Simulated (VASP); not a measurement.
# Ru (Im-3m) in VASP: notebook

The runs below take Ru through single point, with PBE.

Program: VASP 6.6.1. These are calculated values, not measurements. Logs are shortened: lines on timing, memory, paths and dates and some standing lists are left out, and cuts for length are marked.

## (1) The cell of the first run

Symmetry: Im-3m, No. 229, cubic system. The conventional cell has a = 2.853 Å, b = 2.853 Å, c = 2.853 Å, α = 90.00°, β = 90.00°, γ = 90.00°. Within 3.3 Å of Ru (site symmetry m-3m) lie 14 Ru at 2.47 to 2.85 Å.

## (2) Single point, PBE (volume scaled by 0.815, to set the pressure)

Contents of INCAR:

```
SYSTEM = Ru
PREC = Accurate ; ENCUT = 520
EDIFF = 1E-6 ; ISMEAR = -1
SIGMA = 0.08 ; LREAL = .FALSE.
LASPH = .TRUE. ; NELM = 60
ALGO = Normal ; ISIF = 2
LWAVE = .FALSE. ; LCHARG = .FALSE.
GGA = PE ; NBANDS = 13
```

Contents of KPOINTS:

```
Automatic mesh
0
G
  19 19 19
  0 0 0
```

Contents of POSCAR:

```
Ru
1.0
   -1.4264983735      1.4264983735      1.4264983735
    1.4264983735     -1.4264983735      1.4264983735
    1.4264983735      1.4264983735     -1.4264983735
Ru
1
Direct
    0.0000000000      0.0000000000      0.0000000000
```

Potentials or basis: VASP PAW PBE potentials, release 64 (Ru_pv).

Command:

```sh
$ cat potpaw_PBE.64/Ru_pv/POTCAR > POTCAR
$ mpirun -np 1 vasp_std > vasp.out
```

OUTCAR:

```text
SYSTEM = Ru
   PREC = Accurate
   ENCUT = 520
   EDIFF = 1E-6
   ISMEAR = -1
   LREAL = .FALSE.
   LASPH = .TRUE.
   NELM = 60
   ISIF = 2
   GGA = PE

 ion  position               nearest neighbor table
   1  0.000  0.000  0.000-

  LATTYP: Found a body centered cubic cell.
 ALAT       =     2.8529967470

  Lattice vectors:

 A1 = (  -1.4264983735,   1.4264983735,   1.4264983735)
 A2 = (   1.4264983735,  -1.4264983735,   1.4264983735)
 A3 = (   1.4264983735,   1.4264983735,  -1.4264983735)

Analysis of symmetry for initial positions (statically):
=====================================================================
 Subroutine PRICEL returns:
 Original cell was already a primitive cell.

 Routine SETGRP: Setting up the symmetry group for a
 body centered cubic supercell.

 Subroutine GETGRP returns: Found 48 space group operations
[... 9 lines left out ...]

 Routine SETGRP: Setting up the symmetry group for a
 body centered cubic supercell.

 Subroutine GETGRP returns: Found 48 space group operations
[... 11 lines left out ...]
                                     Primitive cell

  volume of cell :      11.6111

  direct lattice vectors                    reciprocal lattice vectors
    -1.426498374  1.426498374  1.426498374     0.000000000  0.350508637  0.350508637
     1.426498374 -1.426498374  1.426498374     0.350508637  0.000000000  0.350508637
     1.426498374  1.426498374 -1.426498374     0.350508637  0.350508637  0.000000000

  length of vectors
     2.470767660  2.470767660  2.470767660     0.495694068  0.495694068  0.495694068

  position of ions in fractional coordinates (direct lattice)
     0.000000000  0.000000000  0.000000000

  ion indices of the primitive-cell ions
   primitive index   ion index
                 1           1

----------------------------------------------------------------------------------------

 KPOINTS: Automatic mesh

Automatic generation of k-mesh.
 Grid dimensions read from file:
 generate k-points for:   19   19   19

 Generating k-lattice:

  Cartesian coordinates                     Fractional coordinates (reciprocal lattice)
     0.000000000  0.018447823  0.018447823     0.052631579  0.000000000  0.000000000
     0.018447823  0.000000000  0.018447823     0.000000000  0.052631579  0.000000000
     0.018447823  0.018447823  0.000000000     0.000000000  0.000000000  0.052631579

  Length of vectors
     0.026089161  0.026089161  0.026089161

  Shift w.r.t. Gamma in fractional coordinates (k-lattice)
     0.000000000  0.000000000  0.000000000

 Subroutine IBZKPT returns following result:
 ===========================================

 Found    220 irreducible k-points:

 Following reciprocal coordinates:
            Coordinates               Weight
  0.000000  0.000000  0.000000      1.000000
  0.052632  0.000000  0.000000     12.000000
  0.105263  0.000000  0.000000     12.000000
  0.157895  0.000000  0.000000     12.000000
  0.210526  0.000000  0.000000     12.000000
  0.263158  0.000000  0.000000     12.000000
[... 16 lines left out ...]
  0.263158  0.105263 -0.000000     48.000000
  0.315789  0.105263 -0.000000     48.000000
 [... further k-points ...]
   k-points           NKPTS =    220   k-points in BZ     NKDIM =    220   number of bands    NBANDS=     13
   number of dos      NEDOS =    301   number of ions     NIONS =      1
   total plane-waves  NPLWV =   5832
   dimension x,y,z NGX =    18 NGY =   18 NGZ =   18
   dimension x,y,z NGXF=    36 NGYF=   36 NGZF=   36
   ions per type =               1
   NGX,Y,Z   is equivalent  to a cutoff of  12.11, 12.11, 12.11 a.u.
   NGXF,Y,Z  is equivalent  to a cutoff of  24.22, 24.22, 24.22 a.u.
 SYSTEM =  Ru
   PREC   = accura    normal or accurate (medium, high low for compatibility)
   ISTART =      0    job   : 0-new  1-cont  2-samecut
   ICHARG =      2    charge: 1-file 2-atom 10-const
   ISPIN  =      1    spin polarized calculation?
   LNONCOLLINEAR =      F non collinear calculations
   LSORBIT =      F    spin-orbit coupling
   LASPH  =      T    aspherical Exc in radial PAW
   ENCUT  =  520.0 eV  38.22 Ry    6.18 a.u.   4.59  4.59  4.59*2*pi/ulx,y,z
   NELM   =     60;   NELMIN=  2; NELMDL= -5     # of ELM steps
   EDIFF  = 0.1E-05   stopping-criterion for ELM
   LREAL  =      F    real-space projection
[... 7 lines left out ...]
   TEBEG  =    0.0;   TEEND  =   0.0 temperature during run
   PSTRESS=    0.0 pullay stress
   NELECT =      14.0000    total number of electrons
   NUPDOWN=      -1.0000    fix difference up-down
   EMIN   =  10.00;   EMAX   =-10.00  energy-range for DOS
   EFERMI =   0.00;   METHOD = LEGACY
   ISMEAR =    -1;   SIGMA  =   0.08  broadening in eV -4-tet -1-fermi 0-gaus
   EFERMI_NEDOS =   21; number of points for ismear=-14 and -15
   IALGO  =     38    algorithm
   IMIX   =      4    mixing-type and parameters
     AMIX     =   0.40;   BMIX     =  1.00
     AMIX_MAG =   1.60;   BMIX_MAG =  1.00
  volume/ion in A,a.u.               =      11.61        78.36
  Fermi-wavevector in a.u.,A,eV,Ry     =   1.742447  3.292747 41.308939  3.036121
  Thomas-Fermi vector in A             =   2.814710
   LORBIT       =      0    0 simple, 1 ext, 2 COOP (PROOUT), +10 PAW based schemes
   GGA     = PE    functional components
   LHFCALC =     F    Hartree Fock is set to
   AEXX    =    0.0000 exact exchange contribution
   IVDW    =     0    specifies the selected vdW correction
   LEPSILON=     F    determine dielectric tensor
   LRPA    =     F    only Hartree local field effects (RPA)
 non-spin polarized calculation
  energy-cutoff  :      520.00
  volume of cell :       11.61
 maximum number of plane-waves:       325
   NGX =  9   NGY =  9   NGZ =  9

 number of electron      13.9999993 magnetization

 Free energy of the ion-electron system (eV)
  ---------------------------------------------------
  ext. energy  EPLUGINS =         0.00000000
  ---------------------------------------------------
  free energy    TOTEN  =        -7.99806690 eV

  energy without entropy =       -7.96683720  energy(sigma->0) =       -7.98245205

 E-fermi :  16.1228     XC(G=0): -15.1006

 val. band max:       16.1202920469   @ k =   0.3684   0.1579   0.0526
 cond. band min:      16.1314518654   @ k =   0.3158   0.2105   0.0526
 fundamental gap:      0.0111598186
 Fermi energy:        16.1227539714

 k-point     1 :       0.0000    0.0000    0.0000
  band No.  band energies     occupation
      1     -26.5093      2.00000
      2     -26.5093      2.00000
      3     -26.5093      2.00000
      4       7.0148      2.00000
      5      12.4506      2.00000
      6      12.4506      2.00000
      7      12.4506      2.00000
      8      15.9337      1.82785
      9      15.9337      1.82785
     10      26.4368      0.00000
     11      33.2775      0.00000
     12      33.2775      0.00000
     13      33.2775      0.00000

 k-point     2 :       0.0526    0.0000    0.0000
  band No.  band energies     occupation
      1     -26.5616      2.00000
      2     -26.5253      2.00000
      3     -26.5097      2.00000
      4       7.1642      2.00000
      5      12.3737      2.00000
      6      12.4448      2.00000
      7      12.5864      2.00000
      8      15.8226      1.95414
      9      15.9369      1.82147
     10      26.4368      0.00000
     11      33.3810      0.00000
     12      33.5200      0.00000
     13      33.5350      0.00000

 k-point     3 :       0.1053    0.0000    0.0000
  band No.  band energies     occupation
      1     -26.7116      2.00000
      2     -26.5714      2.00000
      3     -26.5108      2.00000
      4       7.5874      2.00000
      5      12.1577      2.00000
      6      12.4186      2.00000
      7      12.9881      2.00000
      8      15.5649      1.99813
      9      15.9505      1.79186
     10      26.4368      0.00000
     11      33.6307      0.00000
     12      34.1818      0.00000
     13      34.2302      0.00000

 k-point     4 :       0.1579    0.0000    0.0000
  band No.  band energies     occupation
      1     -26.9394      2.00000
      2     -26.6422      2.00000
      3     -26.5127      2.00000
      4       8.1946      2.00000
      5      11.8404      2.00000
      6      12.3794      2.00000
      7      13.6385      2.00000
      8      15.3326      1.99990
      9      15.9843      1.69910
     10      26.4368      0.00000
     11      33.8228      0.00000
     12      34.8484      0.00000
     13      35.3616      0.00000

 k-point     5 :       0.2105    0.0000    0.0000
  band No.  band energies     occupation
      1     -27.2165      2.00000
      2     -26.7293      2.00000
      3     -26.5150      2.00000
      4       8.7812      2.00000
      5      11.4700      2.00000
      6      12.4657      2.00000
      7      14.5073      2.00000
      8      15.2646      1.99996
      9      16.0487      1.43245
     10      26.4367      0.00000
     11      33.6359      0.00000
     12      34.9910      0.00000
     13      36.8494      0.00000
[... 257 lines left out ...]
 k-point    22 :       0.2105    0.1053    0.0000
  band No.  band energies     occupation
      1     -27.5568      2.00000
      2     -26.8353      2.00000
      3     -26.5825      2.00000
      4       9.4408      2.00000
      5      11.1700      2.00000
      6      12.2554      2.00000
      7      15.0771      2.00000
      8      16.2480      0.34564
      9      16.5770      0.00682
     10      26.4366      0.00000
     11      33.3375      0.00000
     12      34.2092      0.00000
     13      37.7344      0.00000

 k-point    23 :       0.2632    0.1053   -0.0000
  band No.  band energies     occupation
      1     -27.7977      2.00000
      2     -26.9415      2.00000
      3     -26.5881      2.00000
      4       9.3313      2.00000
      5      10.8405      2.00000
      6      13.0479      2.00000
      7      15.3226      1.99991
      8      16.5647      0.00795
      9      17.7298      0.00000
     10      26.4364      0.00000
     11      32.1973      0.00000
     12      33.0836      0.00000
     13      39.0191      0.00000

 k-point    24 :       0.3158    0.1053   -0.0000
  band No.  band energies     occupation
      1     -28.0011      2.00000
      2     -27.0337      2.00000
      3     -26.5923      2.00000
      4       9.0583      2.00000
      5      10.5827      2.00000
      6      13.9608      2.00000
      7      15.6517      1.99447
      8      16.7852      0.00051
      9      19.0447      0.00000
     10      26.4362      0.00000
     11      31.0096      0.00000
     12      31.7936      0.00000
     13      37.8916      0.00000

 [... further k-points ...]

------------------------ aborting loop because EDIFF is reached ----------------------------------------

  FORCE on cell =-STRESS in cart. coord.  units (eV):
  Direction    XX          YY          ZZ          XY          YZ          ZX
  --------------------------------------------------------------------------------------
  -------------------------------------------------------------------------------------
  Total        6.7483234      6.7483234      6.7483234      0.0000000      0.0000000     -0.0000000
  in kB      931.1778436    931.1778436    931.1778436      0.0000000      0.0000000     -0.0000000
  external PRESSURE =     931.1778436 kB  Pullay stress =       0.0000000 kB

 VOLUME and BASIS-vectors are now :
 -----------------------------------------------------------------------------
  energy-cutoff  :      520.00
  volume of cell :       11.61
      direct lattice vectors                 reciprocal lattice vectors
    -1.426498374  1.426498374  1.426498374     0.000000000  0.350508637  0.350508637
     1.426498374 -1.426498374  1.426498374     0.350508637  0.000000000  0.350508637
     1.426498374  1.426498374 -1.426498374     0.350508637  0.350508637  0.000000000

 POSITION                                       TOTAL-FORCE (eV/Angst)
 -----------------------------------------------------------------------------------
      0.00000      0.00000      0.00000        -0.000000     -0.000000     -0.000000
 -----------------------------------------------------------------------------------
    total drift:                                0.000000      0.000000      0.000000

  FREE ENERGIE OF THE ION-ELECTRON SYSTEM (eV)
  ---------------------------------------------------
  free  energy   TOTEN  =        -7.9980669014 eV

  energy  without entropy=       -7.9668371989  energy(sigma->0) =       -7.98245205
```

Run time: 18 s. Hardware: 1 thread of Intel Xeon Platinum 8488C (Sapphire Rapids), shared host; peak memory 0.14 GiB.

What came out:

* Free energy: -7.9981 eV
* Pressure: 93.1 GPa
* Band gap on the k mesh: zero (band 7 reaches 18.39 eV, above the bottom of band 8 at 13.54 eV)

Caveat: the cell differs from its parent crystal (volume scaled by 0.815, to set the pressure).

## (3) Single point, PBE

Contents of INCAR:

```
SYSTEM = Ru
ALGO     = Normal         ! electronic algorithm
EDIFF    = 1E-6           ! SCF threshold, eV
ENCUT    = 520            ! plane-wave cutoff, eV
GGA      = PE             ! functional
ISIF     = 2              ! what is computed and relaxed
ISMEAR   = -1             ! smearing method
LASPH    = .True.         ! aspherical terms in the spheres
LCHARG   = .True.         ! write CHGCAR
LELF     = .True.         ! ELF
LREAL    = .False.        ! projectors in reciprocal space
LVHAR    = .True.       
LWAVE    = .False.        ! write WAVECAR
NBANDS   = 13             ! bands
NELM     = 80             ! most SCF steps
PREC     = Accurate       ! precision mode
SIGMA    = 0.08           ! smearing width, eV
```

Contents of KPOINTS:

```
k-points
0
Gamma
  19 19 19
  0 0 0
```

Contents of POSCAR:

```
Ru
1.0
   -1.4262069845      1.4262069845      1.4262069845
    1.4262069845     -1.4262069845      1.4262069845
    1.4262069845      1.4262069845     -1.4262069845
Ru
1
Direct
    0.0000000000      0.0000000000      0.0000000000
```

Potentials or basis: VASP PAW PBE potentials, release 64 (Ru_pv).

Command:

```sh
$ cat potpaw_PBE.64/Ru_pv/POTCAR > POTCAR
$ mpirun -np 1 vasp_std > vasp.out
```

It took 23 s on 1 thread of Intel Xeon Platinum 8488C (Sapphire Rapids), shared host; peak memory 0.14 GiB.

It converged, with:

```yaml
Free_energy: -7.9939 eV
Pressure: 93.5 GPa
Band_gap_on_the_k_mesh: zero (band 7 reaches 18.41 eV, above the bottom of band 8 at 13.55 eV)
```

Levels at points of the mesh, in eV from the Fermi level:
| k point | band 3 | band 4 | band 5 | band 6 | band 7 | band 8 | band 9 | band 10 | band 11 | band 12 |
| --- | --- | --- | --- | --- | --- | --- | --- | --- | --- | --- |
| (0.00, 0.00, 0.00) | -42.63 | -9.11 | -3.68 | -3.68 | -3.68 | -0.19 | -0.19 | 10.31 | 17.15 | 17.15 |

## (4) Single point, PBE

Contents of INCAR:

```
SYSTEM = Ru
PREC = Accurate
ENCUT = 520
EDIFF = 1E-7
ISMEAR = -1
SIGMA = 0.08
LREAL = .False.
LASPH = .True.
NELM = 60
ALGO = Normal
ISIF = 2
LWAVE = .False.
LCHARG = .False.
GGA = PE
NBANDS = 13
```

Contents of KPOINTS:

```
Automatic mesh
0
Gamma
  19 19 19
  0 0 0
```

Contents of POSCAR:

```
Ru
1.0
   -1.4260984080      1.4260984080      1.4260984080
    1.4260984080     -1.4260984080      1.4260984080
    1.4260984080      1.4260984080     -1.4260984080
Ru
1
Direct
    0.0000000000      0.0000000000      0.0000000000
```

Command:

```sh
$ cat potpaw_PBE.64/Ru_pv/POTCAR > POTCAR
$ mpirun -np 1 vasp_std > vasp.out
```

Run time: 22 s. Hardware: 1 thread of Intel Xeon Platinum 8488C (Sapphire Rapids), shared host; peak memory 0.14 GiB.

It converged, with:

| Property | Result |
| --- | --- |
| Free energy | -7.9924 eV |
| Pressure | 93.7 GPa |
| Band gap on the k mesh | zero (band 7 reaches 18.41 eV, above the bottom of band 8 at 13.56 eV) |

Levels at points of the mesh, in eV from the Fermi level:
```tsv
k point	band 5	band 6	band 7	band 8	band 9	band 10
(0.00, 0.00, 0.00)	-3.68	-3.68	-3.68	-0.19	-0.19	10.31
```

## (5) Single point, PBE

This run uses another cell than the first one, of 14.25 Å³/atom, 1.227 times its volume.

Contents of INCAR:

```
PREC = Accurate
ENCUT = 520
EDIFF = 1E-6
ISMEAR = -1
SIGMA = 0.08
LREAL = False
LASPH = True
NELM = 60
ALGO = Normal
ISIF = 2
LWAVE = False
LCHARG = False
GGA = PE
NBANDS = 13
```

Contents of KPOINTS:

```
regular mesh
0
Gamma
  19 19 19
```

Contents of POSCAR:

```
Ru
1.0
   -1.5271630625      1.5271630625      1.5271630625
    1.5271630625     -1.5271630625      1.5271630625
    1.5271630625      1.5271630625     -1.5271630625
Ru
1
Direct
    0.0000000000      0.0000000000      0.0000000000
```

Command:

```sh
$ cat potpaw_PBE.64/Ru_pv/POTCAR > POTCAR
$ mpirun -np 1 vasp_std > vasp.out
```

Wall time 25 s (1 thread of Intel Xeon Platinum 8488C (Sapphire Rapids), shared host); peak memory 0.15 GiB.

The run converged. Its results:

```
Free energy            : -8.6285 eV
Pressure               : -0.1 GPa
Band gap on the k mesh : zero (band 7 reaches 13.79 eV, above the bottom of band 8 at 10.31 eV)
```

Levels at points of the mesh, in eV from the Fermi level:
| k point | band 3 | band 4 | band 5 | band 6 | band 7 | band 8 | band 9 | band 10 | band 11 | band 12 |
| --- | --- | --- | --- | --- | --- | --- | --- | --- | --- | --- |
| (0.00, 0.00, 0.00) | -42.56 | -7.87 | -2.73 | -2.73 | -2.73 | -0.10 | -0.10 | 10.56 | 17.12 | 17.12 |

## (6) The runs side by side

| cell | gap on the mesh (eV) | pressure (GPa) |
| --- | --- | --- |
| a = 2.471 Å, angles 109.5°, 1 atom | none | 93.1 |
| a = 2.470 Å, angles 109.5°, 1 atom | none | 93.7 |
| a = 2.645 Å, angles 109.5°, 1 atom | none | -0.1 |

Alike in all rows: task single point; level PBE; potentials or basis VASP PAW PBE potentials, release 64 (Ru_pv); no spin polarisation; k mesh 19 × 19 × 19; cutoff (eV) 520; smearing fermi-dirac 0.08 eV.

Total energies depend on the potentials used, so only differences within one code and one set of settings carry meaning.
